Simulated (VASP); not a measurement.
# H3C2 (R-3m) in VASP: notebook

Runs on H3C2. Level: PBE. Tasks: single point.

All numbers are computed with VASP 6.6.1; they aren't measurements. Logs are shortened: lines on timing, memory, paths and dates and some standing lists are left out, and cuts for length are marked.

## 1. The cell of the first run

It takes space group R-3m (No. 166, trigonal). The conventional cell has a = 2.519 Å, b = 2.519 Å, c = 17.668 Å, α = 90.00°, β = 90.00°, γ = 120.00°. H (site symmetry -3m) has 6 C at 1.64 Å and 6 H at 1.99 Å within 2.2 Å. Within 2.2 Å of H (site symmetry 3m) lie 4 C at 1.58 to 2.11 Å and 3 H at 1.99 Å. Within 2.2 Å of C (site symmetry 3m) lie 7 H at 1.58 to 2.11 Å and 3 C at 2.09 Å.

## 2. Single point, PBE

Input file INCAR:

```
PREC = Accurate ; ENCUT = 520
EDIFF = 1E-6 ; ISMEAR = 0
SIGMA = 0.1 ; LREAL = F
LASPH = T ; NELM = 80
ALGO = Normal ; ISIF = 2
LWAVE = F ; LCHARG = T
GGA = PE ; LELF = T
LVHAR = T ; NBANDS = 14
```

Input file KPOINTS:

```
regular mesh
0
Gamma
  18 18 18
```

Input file POSCAR:

```
H3C2
1.0
    1.2593842369      0.7271058282      5.8893765537
   -1.2593842369      0.7271058282      5.8893765537
    0.0000000000     -1.4542116564      5.8893765537
H C
3 2
Direct
    0.0000000000      0.0000000000      0.0000000000
    0.2565708530      0.2565708530      0.2565708530
    0.7434291470      0.7434291470      0.7434291470
    0.3757166985      0.3757166985      0.3757166985
    0.6242833015      0.6242833015      0.6242833015
```

Potentials or basis: VASP PAW PBE potentials, release 64 (H, C).

The run is started by

```
cat potpaw_PBE.64/H/POTCAR potpaw_PBE.64/C/POTCAR > POTCAR
mpirun -np 1 vasp_std > vasp.out
```

OUTCAR:

```text
PREC = Accurate
   ENCUT = 520
   EDIFF = 1E-6
   ISMEAR = 0
   LREAL = F
   LASPH = T
   NELM = 80
   ISIF = 2
   GGA = PE

 ion  position               nearest neighbor table
   1  0.000  0.000  0.000-
   2  0.257  0.257  0.257-
   3  0.743  0.743  0.743-
   4  0.376  0.376  0.376-
   5  0.624  0.624  0.624-

  LATTYP: Found a trigonal (rhomboedric) cell.
 ALAT       =     6.0662581327
 COS(alpha) =     0.9138005035

  Lattice vectors:

 A1 = (   1.2593842369,   0.7271058282,   5.8893765537)
 A2 = (  -1.2593842369,   0.7271058282,   5.8893765537)
 A3 = (   0.0000000000,  -1.4542116564,   5.8893765537)

Analysis of symmetry for initial positions (statically):
=====================================================================
 Subroutine PRICEL returns:
 Original cell was already a primitive cell.

 Routine SETGRP: Setting up the symmetry group for a
 trigonal (rhombohedral) supercell.

 Subroutine GETGRP returns: Found 12 space group operations
 (whereof 12 operations were pure point group operations)
 out of a pool of 12 trial point group operations.

The static configuration has the point symmetry D_3d.

Analysis of symmetry for dynamics (positions and initial velocities):
=====================================================================
 Subroutine PRICEL returns:
 Original cell was already a primitive cell.

 Routine SETGRP: Setting up the symmetry group for a
 trigonal (rhombohedral) supercell.

 Subroutine GETGRP returns: Found 12 space group operations
 (whereof 12 operations were pure point group operations)
 out of a pool of 12 trial point group operations.

The dynamic configuration has the point symmetry D_3d.

 Subroutine INISYM returns: Found 12 space group operations
 (whereof 12 operations are pure point group operations),
 and found     1 'primitive' translations

----------------------------------------------------------------------------------------

                                     Primitive cell

  volume of cell :      32.3576

  direct lattice vectors                    reciprocal lattice vectors
     1.259384237  0.727105828  5.889376554     0.397019421  0.229219269  0.056599087
    -1.259384237  0.727105828  5.889376554    -0.397019421  0.229219269  0.056599087
     0.000000000 -1.454211656  5.889376554     0.000000000 -0.458438539  0.056599087
[... 102 lines left out ...]
   NUPDOWN=      -1.0000    fix difference up-down
   EMIN   =  10.00;   EMAX   =-10.00  energy-range for DOS
   EFERMI =   0.00;   METHOD = LEGACY
   ISMEAR =     0;   SIGMA  =   0.10  broadening in eV -4-tet -1-fermi 0-gaus
   EFERMI_NEDOS =   21; number of points for ismear=-14 and -15
   IALGO  =     38    algorithm
   IMIX   =      4    mixing-type and parameters
     AMIX     =   0.40;   BMIX     =  1.00
     AMIX_MAG =   1.60;   BMIX_MAG =  1.00
  volume/ion in A,a.u.               =       6.47        43.67
  Fermi-wavevector in a.u.,A,eV,Ry     =   1.142563  2.159131 17.761735  1.305451
  Thomas-Fermi vector in A             =   2.279261
   LORBIT       =      0    0 simple, 1 ext, 2 COOP (PROOUT), +10 PAW based schemes
   GGA     = PE    functional components
   LHFCALC =     F    Hartree Fock is set to
   AEXX    =    0.0000 exact exchange contribution
   IVDW    =     0    specifies the selected vdW correction
   LEPSILON=     F    determine dielectric tensor
   LRPA    =     F    only Hartree local field effects (RPA)
 non-spin polarized calculation
 Gauss-broadening in eV      SIGMA  =   0.10
  energy-cutoff  :      520.00
  volume of cell :       32.36
 maximum number of plane-waves:       889
 NGX is ok and might be reduce to    48
   NGX = 23   NGY = 23   NGZ = 23

 number of electron      11.0000000 magnetization

 Free energy of the ion-electron system (eV)
  ---------------------------------------------------
  ext. energy  EPLUGINS =         0.00000000
  ---------------------------------------------------
  free energy    TOTEN  =       -18.04663823 eV

  energy without entropy =      -18.04243400  energy(sigma->0) =      -18.04453612

 E-fermi :   2.5142     XC(G=0):  -9.4842

 val. band max:        2.5132643171   @ k =  -0.3889   0.3889   0.0556
 cond. band min:       2.5708476473   @ k =  -0.3333   0.2778   0.0000
 fundamental gap:      0.0575833302
 Fermi energy:         2.5141656977

 k-point     1 :       0.0000    0.0000    0.0000
  band No.  band energies     occupation
      1     -16.0629      2.00000
      2     -10.0543      2.00000
      3      -4.2491      2.00000
      4       4.9265      0.00000
      5       4.9265      0.00000
      6       5.9250      0.00000
      7       6.7828      0.00000
      8       6.7828      0.00000
      9       7.8109      0.00000
     10      11.4602      0.00000
     11      13.5516      0.00000
     12      14.2750      0.00000
     13      14.8856      0.00000
     14      21.2298      0.00000
[... 377 lines left out ...]
      1     -14.2947      2.00000
      2      -8.3983      2.00000
      3      -2.6540      2.00000
      4      -1.2656      2.00000
      5       2.1409      2.00000
      6       3.2828      0.00000
      7       6.2615      0.00000
      8       6.5805      0.00000
      9       8.2916      0.00000
     10       9.6609      0.00000
     11      11.1813      0.00000
     12      15.3041      0.00000
     13      16.3576      0.00000
     14      20.6371      0.00000

 [... further k-points ...]

------------------------ aborting loop because EDIFF is reached ----------------------------------------

  FORCE on cell =-STRESS in cart. coord.  units (eV):
  Direction    XX          YY          ZZ          XY          YZ          ZX
  --------------------------------------------------------------------------------------
  -------------------------------------------------------------------------------------
  Total       -0.0177161     -0.0177161     -0.0273371      0.0000000      0.0000000     -0.0000000
  in kB       -0.8772097     -0.8772097     -1.3535888      0.0000000      0.0000000     -0.0000000
  external PRESSURE =      -1.0360027 kB  Pullay stress =       0.0000000 kB

 VOLUME and BASIS-vectors are now :
 -----------------------------------------------------------------------------
  energy-cutoff  :      520.00
  volume of cell :       32.36
      direct lattice vectors                 reciprocal lattice vectors
     1.259384237  0.727105828  5.889376554     0.397019421  0.229219269  0.056599087
    -1.259384237  0.727105828  5.889376554    -0.397019421  0.229219269  0.056599087
     0.000000000 -1.454211656  5.889376554     0.000000000 -0.458438539  0.056599087

 POSITION                                       TOTAL-FORCE (eV/Angst)
 -----------------------------------------------------------------------------------
      0.00000      0.00000      0.00000        -0.000000      0.000000      0.000000
      0.00000      0.00000      4.53313         0.000000     -0.000000     -0.005481
      0.00000      0.00000     13.13500         0.000000      0.000000      0.005481
      0.00000      0.00000      6.63821         0.000000      0.000000      0.008929
      0.00000      0.00000     11.02992         0.000000     -0.000000     -0.008929
 -----------------------------------------------------------------------------------
    total drift:                               -0.000000     -0.000000      0.000000

  FREE ENERGIE OF THE ION-ELECTRON SYSTEM (eV)
  ---------------------------------------------------
  free  energy   TOTEN  =       -18.0466382330 eV

  energy  without entropy=      -18.0424340021  energy(sigma->0) =      -18.04453612
```

Run time: 6.8 min. Hardware: 1 thread of Intel Xeon 6975P-C (Granite Rapids), shared host; peak memory 0.46 GiB.

Results:

```yaml
Free_energy: -18.0466 eV
Pressure: -0.1 GPa
Largest_force: 0.009 eV/Å
Band_gap_on_the_k_mesh: zero (an odd number of electrons rules out a gap without spin polarisation)
```

Forces on the atoms (eV/Å):
```
H    0.000  0.000  0.000
H    0.000  0.000 -0.005
H    0.000  0.000  0.005
C    0.000  0.000  0.009
C    0.000  0.000 -0.009
```

Levels at points of the mesh, in eV from the Fermi level:
```
           k point  band 4  band 5  band 6  band 7  band 8  band 9
(0.00, 0.00, 0.00)    2.41    2.41    3.41    4.27    4.27    5.30
(0.50, 0.00, 0.00)   -5.05   -1.20   -0.74    1.21    2.82    3.42
(0.50, 0.50, 0.00)   -5.09   -1.08   -0.74    1.40    2.70    3.43
(0.50, 0.50, 0.50)    1.59    2.41    2.41    4.27    4.27    7.17
```

Caveat: an odd number of electrons without spin polarisation forces a metal; a magnetic or distorted state may lie lower.

(Continued in part 2 of 2.)

The gap in the log of VASP goes by the Fermi energy; the results here count the filled bands.